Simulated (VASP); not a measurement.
# SiNi2 (P6_3/mmc) in VASP: further runs

The runs below take SiNi2 through relaxation of shape and atoms at fixed volume, with PBE.

Everything below comes from runs of VASP 6.6.1. Logs are shortened: lines on timing, memory, paths and dates and some standing lists are left out, and cuts for length are marked.

## 1. The cell of the first run

The structure is hexagonal, space group P6_3/mmc (No. 194). Conventional cell: a = 3.951 Å, b = 3.951 Å, c = 5.041 Å, α = 90.00°, β = 90.00°, γ = 120.00°. Si (site symmetry -6m2) has 11 Ni at 2.28 to 2.61 Å within 3.0 Å. Ni (site symmetry -3m) has 8 Ni at 2.52 to 2.61 Å and 6 Si at 2.61 Å within 3.3 Å. Within 3.0 Å of Ni (site symmetry -6m2) lie 5 Si at 2.28 to 2.52 Å and 6 Ni at 2.61 Å.

## 2. Relaxation of shape and atoms at fixed volume, PBE (11.36 Å³/atom)

The input, INCAR:

```
PREC     = Accurate       # precision mode
ENCUT    = 600            # plane-wave cutoff, eV
EDIFF    = 1E-7           # SCF threshold, eV
ISMEAR   = 0              # smearing method
SIGMA    = 0.1            # smearing width, eV
LREAL    = F              # projectors in reciprocal space
LASPH    = T              # aspherical terms in the spheres
NELM     = 120            # most SCF steps
ALGO     = Normal         # electronic algorithm
ISIF     = 4              # what is computed and relaxed
LWAVE    = F              # write WAVECAR
LCHARG   = F              # write CHGCAR
GGA      = PE             # functional
IBRION   = 2              # ionic algorithm
NSW      = 50             # ionic steps
EDIFFG   = -0.01          # ionic threshold
GGA_COMPAT= F            
NELMIN   = 4
```

The input, KPOINTS:

```
regular mesh
0
Gamma
  12 12 8
```

The input, POSCAR:

```
SiNi2
1.0
    3.9506606038      0.0000000000      0.0000000000
   -1.9753303019      3.4213724446      0.0000000000
    0.0000000000      0.0000000000      5.0408763184
Si Ni
2 4
Direct
    0.3333333333      0.6666666667      0.7500000000
    0.6666666667      0.3333333333      0.2500000000
    0.0000000000      0.0000000000      0.0000000000
    0.0000000000      0.0000000000      0.5000000000
    0.3333333333      0.6666666667      0.2500000000
    0.6666666667      0.3333333333      0.7500000000
```

Potentials or basis: VASP PAW PBE potentials, release 64 (Si, Ni).

Run with:

```sh
$ cat potpaw_PBE.64/Si/POTCAR potpaw_PBE.64/Ni/POTCAR > POTCAR
$ mpirun -np 1 vasp_std > vasp.out
```

OUTCAR:

```text
PREC = Accurate
   ENCUT = 600
   EDIFF = 1E-7
   ISMEAR = 0
   LREAL = F
   LASPH = T
   NELM = 120
   ISIF = 4
   GGA = PE
   IBRION = 2
   NSW = 50
   EDIFFG = -0.01
   NELMIN = 4

 ion  position               nearest neighbor table
   1  0.333  0.667  0.750-   6 2.28   6 2.28   6 2.28   5 2.52   5 2.52   3 2.61   4 2.61   4 2.61
                             3 2.61   4 2.61   3 2.61
   2  0.667  0.333  0.250-   5 2.28   5 2.28   5 2.28   6 2.52   6 2.52   3 2.61   4 2.61   3 2.61
                             4 2.61   3 2.61   4 2.61
   3  0.000  0.000  0.000-   4 2.52   4 2.52   1 2.61   5 2.61   6 2.61   2 2.61   1 2.61   5 2.61
                             2 2.61   6 2.61   2 2.61   6 2.61   1 2.61   5 2.61
   4  0.000  0.000  0.500-   3 2.52   3 2.52   1 2.61   5 2.61   6 2.61   2 2.61   1 2.61   5 2.61
                             2 2.61   6 2.61   2 2.61   6 2.61   1 2.61   5 2.61
   5  0.333  0.667  0.250-   2 2.28   2 2.28   2 2.28   1 2.52   1 2.52   3 2.61   4 2.61   4 2.61
                             3 2.61   4 2.61   3 2.61
   6  0.667  0.333  0.750-   1 2.28   1 2.28   1 2.28   2 2.52   2 2.52   3 2.61   4 2.61   3 2.61
                             4 2.61   3 2.61   4 2.61

  LATTYP: Found a hexagonal cell.
 ALAT       =     3.9506606038
 C/A-ratio  =     1.2759578268

  Lattice vectors:

 A1 = (   3.9506606038,   0.0000000000,   0.0000000000)
 A2 = (  -1.9753303019,   3.4213724446,   0.0000000000)
 A3 = (   0.0000000000,   0.0000000000,   5.0408763184)

Analysis of symmetry for initial positions (statically):
=====================================================================
 Subroutine PRICEL returns:
 Original cell was already a primitive cell.

 Routine SETGRP: Setting up the symmetry group for a
 hexagonal supercell.

 Subroutine GETGRP returns: Found 24 space group operations
 (whereof 12 operations were pure point group operations)
 out of a pool of 24 trial point group operations.

The static configuration has the point symmetry D_3d.
 The point group associated with its full space group is D_6h.

Analysis of symmetry for dynamics (positions and initial velocities):
=====================================================================
 Subroutine PRICEL returns:
 Original cell was already a primitive cell.

 Routine SETGRP: Setting up the symmetry group for a
 hexagonal supercell.

 Subroutine GETGRP returns: Found 24 space group operations
 (whereof 12 operations were pure point group operations)
 out of a pool of 24 trial point group operations.

The dynamic configuration has the point symmetry D_3d.
 The point group associated with its full space group is D_6h.

 Subroutine INISYM returns: Found 24 space group operations
 (whereof 12 operations are pure point group operations),
 and found     1 'primitive' translations

----------------------------------------------------------------------------------------

                                     Primitive cell

  volume of cell :      68.1359

  direct lattice vectors                    reciprocal lattice vectors
     3.950660604  0.000000000  0.000000000     0.253122224  0.146140184  0.000000000
    -1.975330302  3.421372445  0.000000000     0.000000000  0.292280369  0.000000000
     0.000000000  0.000000000  5.040876318     0.000000000  0.000000000  0.198378206

  length of vectors
     3.950660604  3.950660604  5.040876318     0.292280369  0.292280369  0.198378206

  position of ions in fractional coordinates (direct lattice)
     0.333333333  0.666666667  0.750000000
     0.666666667  0.333333333  0.250000000
     0.000000000  0.000000000  0.000000000
     0.000000000  0.000000000  0.500000000
     0.333333333  0.666666667  0.250000000
     0.666666667  0.333333333  0.750000000

  ion indices of the primitive-cell ions
   primitive index   ion index
                 1           1
                 2           2
                 3           3
                 4           4
                 5           5
                 6           6

----------------------------------------------------------------------------------------

 KPOINTS: regular mesh

Automatic generation of k-mesh.
 Grid dimensions read from file:
 generate k-points for:   12   12    8

 Generating k-lattice:

  Cartesian coordinates                     Fractional coordinates (reciprocal lattice)
[... 47 lines left out ...]
   ions per type =               2   4
   NGX,Y,Z   is equivalent  to a cutoff of  13.47, 13.47, 13.19 a.u.
   NGXF,Y,Z  is equivalent  to a cutoff of  26.93, 26.93, 26.38 a.u.
 SYSTEM =  unknown system
   PREC   = accura    normal or accurate (medium, high low for compatibility)
   ISTART =      0    job   : 0-new  1-cont  2-samecut
   ICHARG =      2    charge: 1-file 2-atom 10-const
   ISPIN  =      1    spin polarized calculation?
   LNONCOLLINEAR =      F non collinear calculations
   LSORBIT =      F    spin-orbit coupling
   LASPH  =      T    aspherical Exc in radial PAW
   ENCUT  =  600.0 eV  44.10 Ry    6.64 a.u.   7.89  7.89 10.07*2*pi/ulx,y,z
   NELM   =    120;   NELMIN=  4; NELMDL= -5     # of ELM steps
   EDIFF  = 0.1E-06   stopping-criterion for ELM
   LREAL  =      F    real-space projection
   EDIFFG = -.1E-01   stopping-criterion for IOM
   NSW    =     50    number of steps for IOM
   IBRION =      2    ionic relax: 0-MD 1-quasi-New 2-CG
   NFREE  =      1    steps in history (QN), initial steepest desc. (CG)
   ISIF   =      4    stress and relaxation
   ISYM   =      2    0-nonsym 1-usesym 2-fastsym
   POTIM  = 0.5000    time-step for ionic-motion
   TEBEG  =    0.0;   TEEND  =   0.0 temperature during run
   PSTRESS=    0.0 pullay stress
   NELECT =      48.0000    total number of electrons
   NUPDOWN=      -1.0000    fix difference up-down
   EMIN   =  10.00;   EMAX   =-10.00  energy-range for DOS
   EFERMI =   0.00;   METHOD = LEGACY
   ISMEAR =     0;   SIGMA  =   0.10  broadening in eV -4-tet -1-fermi 0-gaus
   EFERMI_NEDOS =   21; number of points for ismear=-14 and -15
   IALGO  =     38    algorithm
   IMIX   =      4    mixing-type and parameters
     AMIX     =   0.40;   BMIX     =  1.00
     AMIX_MAG =   1.60;   BMIX_MAG =  1.00
  volume/ion in A,a.u.               =      11.36        76.63
  Fermi-wavevector in a.u.,A,eV,Ry     =   1.456677  2.752720 28.870302  2.121907
  Thomas-Fermi vector in A             =   2.573567
   LORBIT       =      0    0 simple, 1 ext, 2 COOP (PROOUT), +10 PAW based schemes
   GGA     = PE    functional components
   LHFCALC =     F    Hartree Fock is set to
   AEXX    =    0.0000 exact exchange contribution
   IVDW    =     0    specifies the selected vdW correction
   LEPSILON=     F    determine dielectric tensor
   LRPA    =     F    only Hartree local field effects (RPA)
 conjugate gradient relaxation of ions
 non-spin polarized calculation
 Gauss-broadening in eV      SIGMA  =   0.10
  energy-cutoff  :      600.00
  volume of cell :       68.14
 maximum number of plane-waves:      2294
 NGX is ok and might be reduce to    32
   NGX = 15   NGY = 15   NGZ = 21

--------------------------------------- Ionic step        1  -------------------------------------------

 number of electron      48.0000005 magnetization

 Free energy of the ion-electron system (eV)
  ---------------------------------------------------
  ext. energy  EPLUGINS =         0.00000000
  ---------------------------------------------------
  free energy    TOTEN  =       -35.73368595 eV

  energy without entropy =      -35.71488728  energy(sigma->0) =      -35.72428662

------------------------ aborting loop because EDIFF is reached ----------------------------------------

  FORCE on cell =-STRESS in cart. coord.  units (eV):
  Direction    XX          YY          ZZ          XY          YZ          ZX
  --------------------------------------------------------------------------------------
  -------------------------------------------------------------------------------------
  Total       -2.5002433     -2.5002433     -2.1601933      0.0000000     -0.0000000      0.0000000
  in kB      -58.7917979    -58.7917979    -50.7957145      0.0000000     -0.0000000      0.0000000
  external PRESSURE =     -56.1264368 kB  Pullay stress =       0.0000000 kB

 VOLUME and BASIS-vectors are now :
 -----------------------------------------------------------------------------
  energy-cutoff  :      600.00
  volume of cell :       68.14
      direct lattice vectors                 reciprocal lattice vectors
     3.950660604  0.000000000  0.000000000     0.253122224  0.146140184  0.000000000
    -1.975330302  3.421372445  0.000000000     0.000000000  0.292280369  0.000000000
     0.000000000  0.000000000  5.040876318     0.000000000  0.000000000  0.198378206

 POSITION                                       TOTAL-FORCE (eV/Angst)
 -----------------------------------------------------------------------------------
     -0.00000      2.28091      3.78066         0.000000      0.000000     -0.000000
      1.97533      1.14046      1.26022        -0.000000     -0.000000     -0.000000
      0.00000      0.00000      0.00000        -0.000000      0.000000     -0.000000
      0.00000      0.00000      2.52044         0.000000      0.000000     -0.000000
     -0.00000      2.28091      1.26022        -0.000000     -0.000000      0.000000
      1.97533      1.14046      3.78066         0.000000      0.000000      0.000000
 -----------------------------------------------------------------------------------
    total drift:                                0.000000     -0.000000     -0.000000

  FREE ENERGIE OF THE ION-ELECTRON SYSTEM (eV)
  ---------------------------------------------------
  free  energy   TOTEN  =       -35.7336859518 eV

  energy  without entropy=      -35.7148872820  energy(sigma->0) =      -35.72428662

--------------------------------------- Ionic step        2  -------------------------------------------

 number of electron      48.0000008 magnetization

 Free energy of the ion-electron system (eV)
  ---------------------------------------------------
  ext. energy  EPLUGINS =         0.00000000
  ---------------------------------------------------
  free energy    TOTEN  =       -35.73407816 eV

  energy without entropy =      -35.71525050  energy(sigma->0) =      -35.72466433

 E-fermi :  10.5235     XC(G=0): -12.7292

 val. band max:       10.5155889473   @ k =   0.1667   0.0000   0.0000
 cond. band min:      10.5301671609   @ k =   0.2500   0.0833   0.2500
 fundamental gap:      0.0145782136
 Fermi energy:        10.5234724612

 k-point     1 :       0.0000    0.0000    0.0000
  band No.  band energies     occupation
      1      -1.7158      2.00000
      2       2.4754      2.00000
      3       4.3483      2.00000
      4       5.7338      2.00000
      5       5.7338      2.00000
      6       6.8091      2.00000
[... 733 lines left out ...]
     27      13.0405      0.00000
     28      13.6020      0.00000

 [... further k-points ...]
[... 5 lines left out ...]
  --------------------------------------------------------------------------------------
  -------------------------------------------------------------------------------------
  Total       -2.3993947     -2.3993947     -2.3109252      0.0000000      0.0000000     -0.0000000
  in kB      -56.4204001    -56.4204001    -54.3400896      0.0000000      0.0000000     -0.0000000
  external PRESSURE =     -55.7269632 kB  Pullay stress =       0.0000000 kB

 VOLUME and BASIS-vectors are now :
 -----------------------------------------------------------------------------
  energy-cutoff  :      600.00
  volume of cell :       68.14
      direct lattice vectors                 reciprocal lattice vectors
     3.947063310  0.000000000  0.000000000     0.253352916  0.146273374  0.000000000
    -1.973531655  3.418257097 -0.000000000    -0.000000000  0.292546749  0.000000000
     0.000000000 -0.000000000  5.050068861    -0.000000000  0.000000000  0.198017102

 POSITION                                       TOTAL-FORCE (eV/Angst)
 -----------------------------------------------------------------------------------
     -0.00000      2.27884      3.78755        -0.000000     -0.000000     -0.000000
      1.97353      1.13942      1.26252        -0.000000      0.000000      0.000000
     -0.00000     -0.00000      5.05007         0.000000     -0.000000      0.000000
      0.00000     -0.00000      2.52503         0.000000      0.000000      0.000000
     -0.00000      2.27884      1.26252         0.000000     -0.000000     -0.000000
      1.97353      1.13942      3.78755         0.000000     -0.000000      0.000000
 -----------------------------------------------------------------------------------
    total drift:                                0.000000     -0.000000     -0.000000

  FREE ENERGIE OF THE ION-ELECTRON SYSTEM (eV)
  ---------------------------------------------------
  free  energy   TOTEN  =       -35.7340781628 eV

  energy  without entropy=      -35.7152505026  energy(sigma->0) =      -35.72466433

 reached required accuracy - stopping structural energy minimisation
```

It took 8.5 min on 1 thread of Oxide Virtual Turin-like, shared host; peak memory 0.28 GiB.

What came out:

```
Free energy               : -35.7341 eV
Energy gained by relaxing : 0.1 meV/atom
Ionic steps               : 2
Pressure after relaxing   : -5.6 GPa
Band gap on the k mesh    : zero (bands 24 and 25 overlap by 3.08 eV)
```

Step by step:
| step | energy change (eV) | largest force (eV/Å) | pressure (GPa) | volume (Å³) |
| --- | --- | --- | --- | --- |
| 1 | 0.0000 | 0.0000 | -5.61 | 68.14 |
| 2 | -0.0004 | 0.0000 | -5.57 | 68.14 |

Final structure:
```xyz
6
Lattice="3.9471 0.0000 0.0000 -1.9735 3.4183 0.0000 0.0000 0.0000 5.0501" Properties=species:S:1:pos:R:3 pbc="T T T"
Si    0.0000    2.2788    3.7876
Si    1.9735    1.1394    1.2625
Ni    0.0000    0.0000    5.0501
Ni    0.0000    0.0000    2.5250
Ni    0.0000    2.2788    1.2625
Ni    1.9735    1.1394    3.7876
```

Levels at points of the mesh, in eV from the Fermi level:
| k point | band 21 | band 22 | band 23 | band 24 | band 25 | band 26 | band 27 | band 28 |
| --- | --- | --- | --- | --- | --- | --- | --- | --- |
| (0.00, 0.00, 0.00) | -0.59 | -0.59 | 0.09 | 2.50 | 2.71 | 2.71 | 2.71 | 2.71 |
| (0.50, 0.00, 0.00) | -1.25 | -1.14 | -0.95 | -0.65 | -0.54 | 0.97 | 1.74 | 2.84 |
| (0.00, 0.00, 0.50) | -1.17 | -1.17 | 1.91 | 1.91 | 3.15 | 3.15 | 3.15 | 3.15 |
| (0.50, 0.00, 0.50) | -1.18 | -1.18 | -0.86 | -0.86 | 0.90 | 0.90 | 2.71 | 2.71 |

(Part 1 of 2 ends here.)
